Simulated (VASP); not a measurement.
# SrTiO3 (Pm-3m) in VASP: dielectric tensor with r2SCAN

Aim: the dielectric tensor of SrTiO3 with r2SCAN.

Program: VASP 6.6.1. These are calculated values, not measurements. Logs are shortened: lines on timing, memory, paths and dates and some standing lists are left out, and cuts for length are marked.

## 1. The cell of the first run

The structure is cubic, space group Pm-3m (No. 221). Conventional cell: a = 3.907 Å, b = 3.907 Å, c = 3.907 Å, α = 90.00°, β = 90.00°, γ = 90.00°. Within 3.6 Å of Sr (site symmetry m-3m) lie 12 O at 2.76 Å and 8 Ti at 3.38 Å. Within 2.6 Å of Ti (site symmetry m-3m) lie 6 O at 1.95 Å. O (site symmetry 4/mmm) has 2 Ti at 1.95 Å within 2.6 Å.

## 2. Dielectric tensor, r2SCAN

INCAR

```
PREC = Accurate
ENCUT = 520
EDIFF = 1E-8
ISMEAR = 0
SIGMA = 0.01
LREAL = False
LASPH = True
NELM = 80
ALGO = Normal
ISIF = 2
LWAVE = False
LCHARG = False
METAGGA = R2SCAN
LMIXTAU = True
LCALCEPS = True
```

KPOINTS

```
Automatic mesh
0
Gamma
  6 6 6
```

POSCAR

```
SrTiO3
1.0
    3.9068515088      0.0000000000      0.0000000000
    0.0000000000      3.9068515088      0.0000000000
    0.0000000000      0.0000000000      3.9068515088
Sr Ti O
1 1 3
Direct
    0.0000000000      0.0000000000      0.0000000000
    0.5000000000      0.5000000000      0.5000000000
    0.5000000000      0.5000000000      0.0000000000
    0.5000000000      0.0000000000      0.5000000000
    0.0000000000      0.5000000000      0.5000000000
```

Potentials or basis: VASP PAW PBE potentials, release 64 (Sr_sv, Ti_sv, O).

Started as:

```console
$ cat potpaw_PBE.64/Sr_sv/POTCAR potpaw_PBE.64/Ti_sv/POTCAR potpaw_PBE.64/O/POTCAR > POTCAR
$ mpirun -np 1 vasp_std > vasp.out
```

OUTCAR:

```text
PREC = Accurate
   ENCUT = 520
   EDIFF = 1E-8
   ISMEAR = 0
   LREAL = False
   LASPH = True
   NELM = 80
   ISIF = 2
   METAGGA = R2SCAN

 ion  position               nearest neighbor table
   1  0.000  0.000  0.000-   3 2.76   4 2.76   5 2.76   4 2.76   5 2.76   3 2.76   5 2.76   5 2.76
                             3 2.76   4 2.76   4 2.76   3 2.76   2 3.38   2 3.38   2 3.38   2 3.38
   2  0.500  0.500  0.500-   3 1.95   4 1.95   5 1.95   3 1.95   4 1.95   5 1.95   1 3.38   1 3.38
                             1 3.38   1 3.38   1 3.38   1 3.38   1 3.38   1 3.38
   3  0.500  0.500  0.000-   2 1.95   2 1.95   1 2.76   1 2.76   1 2.76   1 2.76
   4  0.500  0.000  0.500-   2 1.95   2 1.95   1 2.76   1 2.76   1 2.76   1 2.76
   5  0.000  0.500  0.500-   2 1.95   2 1.95   1 2.76   1 2.76   1 2.76   1 2.76

  LATTYP: Found a simple cubic cell.
 ALAT       =     3.9068515088

  Lattice vectors:

 A1 = (   3.9068515088,   0.0000000000,   0.0000000000)
 A2 = (   0.0000000000,   3.9068515088,   0.0000000000)
 A3 = (   0.0000000000,   0.0000000000,   3.9068515088)

Analysis of symmetry for initial positions (statically):
=====================================================================
 Subroutine PRICEL returns:
 Original cell was already a primitive cell.

 Routine SETGRP: Setting up the symmetry group for a
 simple cubic supercell.

 Subroutine GETGRP returns: Found 48 space group operations
 (whereof 48 operations were pure point group operations)
 out of a pool of 48 trial point group operations.

The static configuration has the point symmetry O_h .

Analysis of symmetry for dynamics (positions and initial velocities):
=====================================================================
 Subroutine PRICEL returns:
 Original cell was already a primitive cell.

 Routine SETGRP: Setting up the symmetry group for a
 simple cubic supercell.

 Subroutine GETGRP returns: Found 48 space group operations
 (whereof 48 operations were pure point group operations)
 out of a pool of 48 trial point group operations.

The dynamic configuration has the point symmetry O_h .

 Subroutine INISYM returns: Found 48 space group operations
 (whereof 48 operations are pure point group operations),
 and found     1 'primitive' translations

----------------------------------------------------------------------------------------

                                     Primitive cell

  volume of cell :      59.6322

  direct lattice vectors                    reciprocal lattice vectors
     3.906851509  0.000000000  0.000000000     0.255960586  0.000000000  0.000000000
     0.000000000  3.906851509  0.000000000     0.000000000  0.255960586  0.000000000
     0.000000000  0.000000000  3.906851509     0.000000000  0.000000000  0.255960586

  length of vectors
     3.906851509  3.906851509  3.906851509     0.255960586  0.255960586  0.255960586

  position of ions in fractional coordinates (direct lattice)
     0.000000000  0.000000000  0.000000000
     0.500000000  0.500000000  0.500000000
     0.500000000  0.500000000  0.000000000
     0.500000000  0.000000000  0.500000000
     0.000000000  0.500000000  0.500000000

  ion indices of the primitive-cell ions
   primitive index   ion index
                 1           1
                 2           2
                 3           3
                 4           4
                 5           5

----------------------------------------------------------------------------------------

 KPOINTS: Automatic mesh

Automatic generation of k-mesh.
 Grid dimensions read from file:
 generate k-points for:    6    6    6

 Generating k-lattice:

  Cartesian coordinates                     Fractional coordinates (reciprocal lattice)
     0.042660098  0.000000000  0.000000000     0.166666667  0.000000000  0.000000000
     0.000000000  0.042660098  0.000000000     0.000000000  0.166666667  0.000000000
     0.000000000  0.000000000  0.042660098     0.000000000  0.000000000  0.166666667

  Length of vectors
     0.042660098  0.042660098  0.042660098

  Shift w.r.t. Gamma in fractional coordinates (k-lattice)
     0.000000000  0.000000000  0.000000000

 Subroutine IBZKPT returns following result:
 ===========================================

 Found     20 irreducible k-points:

 Following reciprocal coordinates:
            Coordinates               Weight
  0.000000  0.000000  0.000000      1.000000
  0.166667  0.000000  0.000000      6.000000
  0.333333  0.000000  0.000000      6.000000
  0.500000  0.000000  0.000000      3.000000
  0.166667  0.166667  0.000000     12.000000
  0.333333  0.166667  0.000000     24.000000
[... 12 lines left out ...]
  0.500000  0.500000  0.333333      6.000000
  0.500000  0.500000  0.500000      1.000000
   k-points           NKPTS =     20   k-points in BZ     NKDIM =     20   number of bands    NBANDS=     24
   number of dos      NEDOS =    301   number of ions     NIONS =      5
   total plane-waves  NPLWV =  27000
   dimension x,y,z NGX =    30 NGY =   30 NGZ =   30
   dimension x,y,z NGXF=    60 NGYF=   60 NGZF=   60
   ions per type =               1   1   3
   NGX,Y,Z   is equivalent  to a cutoff of  12.77, 12.77, 12.77 a.u.
   NGXF,Y,Z  is equivalent  to a cutoff of  25.53, 25.53, 25.53 a.u.
 SYSTEM =  unknown system
   PREC   = accura    normal or accurate (medium, high low for compatibility)
   ISTART =      0    job   : 0-new  1-cont  2-samecut
   ICHARG =      2    charge: 1-file 2-atom 10-const
   ISPIN  =      1    spin polarized calculation?
   LNONCOLLINEAR =      F non collinear calculations
   LSORBIT =      F    spin-orbit coupling
   LASPH  =      T    aspherical Exc in radial PAW
   ENCUT  =  520.0 eV  38.22 Ry    6.18 a.u.   7.26  7.26  7.26*2*pi/ulx,y,z
   NELM   =     80;   NELMIN=  2; NELMDL= -5     # of ELM steps
   EDIFF  = 0.1E-07   stopping-criterion for ELM
   LREAL  =      F    real-space projection
   EDIFFG = 0.1E-06   stopping-criterion for IOM
   NSW    =      0    number of steps for IOM
   IBRION =     -1    ionic relax: 0-MD 1-quasi-New 2-CG
   NFREE  =      0    steps in history (QN), initial steepest desc. (CG)
   ISIF   =      2    stress and relaxation
   ISYM   =      2    0-nonsym 1-usesym 2-fastsym
   POTIM  = 0.5000    time-step for ionic-motion
   TEBEG  =    0.0;   TEEND  =   0.0 temperature during run
   PSTRESS=    0.0 pullay stress
   NELECT =      40.0000    total number of electrons
   NUPDOWN=      -1.0000    fix difference up-down
   EMIN   =  10.00;   EMAX   =-10.00  energy-range for DOS
   EFERMI =   0.00;   METHOD = LEGACY
   ISMEAR =     0;   SIGMA  =   0.01  broadening in eV -4-tet -1-fermi 0-gaus
   EFERMI_NEDOS =   21; number of points for ismear=-14 and -15
   IALGO  =     38    algorithm
   IMIX   =      4    mixing-type and parameters
     AMIX     =   0.40;   BMIX     =  1.00
     AMIX_MAG =   1.60;   BMIX_MAG =  1.00
  volume/ion in A,a.u.               =      11.93        80.48
  Fermi-wavevector in a.u.,A,eV,Ry     =   1.433072  2.708113 27.942210  2.053695
  Thomas-Fermi vector in A             =   2.552630
   LORBIT       =      0    0 simple, 1 ext, 2 COOP (PROOUT), +10 PAW based schemes
   METAGGA = R2SCAN    functional components
   LHFCALC =     F    Hartree Fock is set to
   AEXX    =    0.0000 exact exchange contribution
   IVDW    =     0    specifies the selected vdW correction
   LEPSILON=     F    determine dielectric tensor
   LRPA    =     F    only Hartree local field effects (RPA)
   LRPA       =     F
 non-spin polarized calculation
 Gauss-broadening in eV      SIGMA  =   0.01
  energy-cutoff  :      520.00
  volume of cell :       59.63
 maximum number of plane-waves:      1640
 NGX is ok and might be reduce to    30
   NGX = 15   NGY = 15   NGZ = 15

 Total electronic dipole moment: p[elc]=(    -0.00000     0.01512    -0.00000 ) |e| Angst

 number of electron      40.0000004 magnetization

 Free energy of the ion-electron system (eV)
  ---------------------------------------------------
  ext. energy  EPLUGINS =         0.00000000
  ---------------------------------------------------
  free energy    TOTEN  =       -63.32906017 eV

  energy without entropy =      -63.32906017  energy(sigma->0) =      -63.32906017

 E-fermi :   4.0281     XC(G=0): -11.9264

 val. band max:        3.8374117783   @ k =   0.5000   0.5000   0.5000
 cond. band min:   10000.0000000000   @ k =   0.0000   0.0000   0.0000
 fundamental gap:   9996.1625882217
 Fermi energy:         4.0281216189

 k-point     1 :       0.0000    0.0000    0.0000
  band No.  band energies     occupation
      1     -54.8425      2.00000
      2     -30.0387      2.00000
      3     -30.0387      2.00000
      4     -30.0387      2.00000
      5     -30.0371      2.00000
      6     -14.5757      2.00000
[... 16 lines left out ...]
     23   10000.0000      0.00000
     24   10000.0000      0.00000

 k-point     2 :       0.1667    0.0000    0.0000
  band No.  band energies     occupation
      1     -54.8422      2.00000
      2     -30.1032      2.00000
      3     -30.0380      2.00000
      4     -30.0380      2.00000
      5     -29.9866      2.00000
      6     -14.5774      2.00000
[... 16 lines left out ...]
     23   10000.0000      0.00000
     24   10000.0000      0.00000

 k-point     3 :       0.3333    0.0000    0.0000
  band No.  band energies     occupation
      1     -54.8413      2.00000
      2     -30.1639      2.00000
      3     -30.0366      2.00000
      4     -30.0366      2.00000
      5     -29.9533      2.00000
      6     -14.6676      2.00000
[... 16 lines left out ...]
     23   10000.0000      0.00000
     24   10000.0000      0.00000
[... 514 lines left out ...]
 k-point    23 :       0.0000    0.0000    0.5000
  band No.  band energies     occupation
      1     -54.8409      2.00000
      2     -30.1894      2.00000
      3     -30.0359      2.00000
      4     -30.0359      2.00000
      5     -29.9413      2.00000
      6     -14.7357      2.00000
[... 16 lines left out ...]
     23   10000.0000      0.00000
     24   10000.0000      0.00000

 k-point    24 :       0.0000    0.1667    0.1667
  band No.  band energies     occupation
      1     -54.8417      2.00000
      2     -30.1130      2.00000
      3     -30.0581      2.00000
      4     -30.0373      2.00000
      5     -29.9704      2.00000
      6     -14.5342      2.00000
[... 16 lines left out ...]
     23   10000.0000      0.00000
     24   10000.0000      0.00000

 [... further k-points ...]

------------------------ aborting loop because EDIFF is reached ----------------------------------------

            Ionic dipole moment: p[ion]=(   -46.88222   -46.88222   -46.88222 ) |e| Angst

 Total electronic dipole moment: p[elc]=(     0.00000    -0.00000     0.01512 ) |e| Angst

 MACROSCOPIC STATIC DIELECTRIC TENSOR (including local field effects)
 ------------------------------------------------------
           5.587582     0.000000    -0.000000
          -0.000000     5.587582     0.000000
          -0.000000    -0.000000     5.587582
 ------------------------------------------------------

 PIEZOELECTRIC TENSOR (including local field effects) (e Angst)
          XX          YY          ZZ          XY          YZ          ZX
  --------------------------------------------------------------------------------
  x     0.00000     0.00000     0.00000     0.00000     0.00000     0.00000
  y     0.00000     0.00000     0.00000     0.00000     0.00000     0.00000
  z     0.00000     0.00000     0.00000     0.00000     0.00000     0.00000

 PIEZOELECTRIC TENSOR (including local field effects) (C/m^2)
          XX          YY          ZZ          XY          YZ          ZX
  --------------------------------------------------------------------------------
  x     0.00000     0.00000     0.00000     0.00000     0.00000     0.00000
  y     0.00000     0.00000     0.00000     0.00000     0.00000     0.00000
  z     0.00000     0.00000     0.00000     0.00000     0.00000     0.00000

 BORN EFFECTIVE CHARGES (including local field effects) (in |e|, cummulative output)
 ---------------------------------------------------------------------------------
 ion    1
    1     2.50260     0.00000     0.00000
    2    -0.00000     2.50260    -0.00000
    3     0.00000     0.00000     2.50260
 ion    2
    1     7.08755     0.00000     0.00000
    2    -0.00000     7.08755    -0.00000
    3     0.00000    -0.00000     7.08755
 ion    3
    1    -1.97824    -0.00000    -0.00000
    2    -0.00000    -1.97824     0.00000
    3    -0.00000     0.00000    -5.63367
 ion    4
    1    -1.97824    -0.00000    -0.00000
    2     0.00000    -5.63367    -0.00000
    3     0.00000     0.00000    -1.97824
 ion    5
    1    -5.63367     0.00000    -0.00000
    2     0.00000    -1.97824    -0.00000
    3    -0.00000    -0.00000    -1.97824

  FORCE on cell =-STRESS in cart. coord.  units (eV):
  Direction    XX          YY          ZZ          XY          YZ          ZX
  --------------------------------------------------------------------------------------
  -------------------------------------------------------------------------------------
  Total        0.3479311      0.3479311      0.3479311      0.0000000      0.0000000     -0.0000000
  in kB        9.3480948      9.3480948      9.3480948      0.0000000      0.0000000     -0.0000000
  external PRESSURE =       9.3480948 kB  Pullay stress =       0.0000000 kB

 VOLUME and BASIS-vectors are now :
 -----------------------------------------------------------------------------
  energy-cutoff  :      520.00
  volume of cell :       59.63
      direct lattice vectors                 reciprocal lattice vectors
     3.906851509  0.000000000  0.000000000     0.255960586  0.000000000  0.000000000
     0.000000000  3.906851509  0.000000000     0.000000000  0.255960586  0.000000000
     0.000000000  0.000000000  3.906851509     0.000000000  0.000000000  0.255960586

 POSITION                                       TOTAL-FORCE (eV/Angst)
 -----------------------------------------------------------------------------------
      0.00000      0.00000      0.00000         0.000000      0.000000      0.000000
      1.95343      1.95343      1.95343         0.000000      0.000000      0.000000
      1.95343      1.95343      0.00000         0.000000      0.000000      0.000000
      1.95343      0.00000      1.95343         0.000000      0.000000      0.000000
      0.00000      1.95343      1.95343         0.000000      0.000000      0.000000
 -----------------------------------------------------------------------------------
    total drift:                                0.000000      0.000000     -0.000000

  FREE ENERGIE OF THE ION-ELECTRON SYSTEM (eV)
  ---------------------------------------------------
  free  energy   TOTEN  =       -63.3290601658 eV

  energy  without entropy=      -63.3290601658  energy(sigma->0) =      -63.32906017
```

Run time: 58 min. Hardware: 1 thread of Intel Xeon 8259CL, shared host; peak memory 0.39 GiB.

Results:

```yaml
Band_gap_on_the_k_mesh: 2.27 eV (least direct gap 2.66 eV)
Electronic_dielectric_tensor_diagonal: 5.59
Born_charges_mean_of_the_diagonal: Sr +2.50; Ti +7.09; O -3.20 e
```

Levels at points of the mesh, in eV from the valence-band top:
```tsv
k point	band 16	band 17	band 18	band 19	band 20	band 21	band 22	band 23	band 24
(0.00, 0.00, 0.00)	-1.21	-1.21	-0.38	-0.38	-0.38	2.27	2.27	2.27	4.59
(0.50, 0.00, 0.00)	-2.36	-2.36	-2.00	-0.77	-0.77	2.43	4.17	4.17	4.60
(0.50, 0.50, 0.00)	-2.85	-1.79	-1.61	-1.61	-0.09	4.18	4.18	4.66	5.63
(0.50, 0.50, 0.50)	-3.79	-3.79	0.00	0.00	0.00	4.87	4.87	4.87	7.63
```

Electronic dielectric tensor:
```
5.59 0.00 0.00
0.00 5.59 0.00
0.00 0.00 5.59
```

Born effective charge tensors (e):
atom 1, Sr
```
2.50 0.00 0.00
0.00 2.50 0.00
0.00 0.00 2.50
```
atom 2, Ti
```
7.09 0.00 0.00
0.00 7.09 0.00
0.00 0.00 7.09
```
atom 3, O
```
-1.98  0.00  0.00
 0.00 -1.98  0.00
 0.00  0.00 -5.63
```
atom 4, O
```
-1.98  0.00  0.00
 0.00 -5.63  0.00
 0.00  0.00 -1.98
```
atom 5, O
```
-5.63  0.00  0.00
 0.00 -1.98  0.00
 0.00  0.00 -1.98
```

Dipole moments of the cell (e·Å, modulo the quantum): ionic -46.882, -46.882, -46.882; electronic 0.000, 0.000, 0.015

Caveat: the PAW data sets were made with another functional, which shifts forces and pressure a little.

The gap in the log of VASP goes by the Fermi energy; the results here count the filled bands.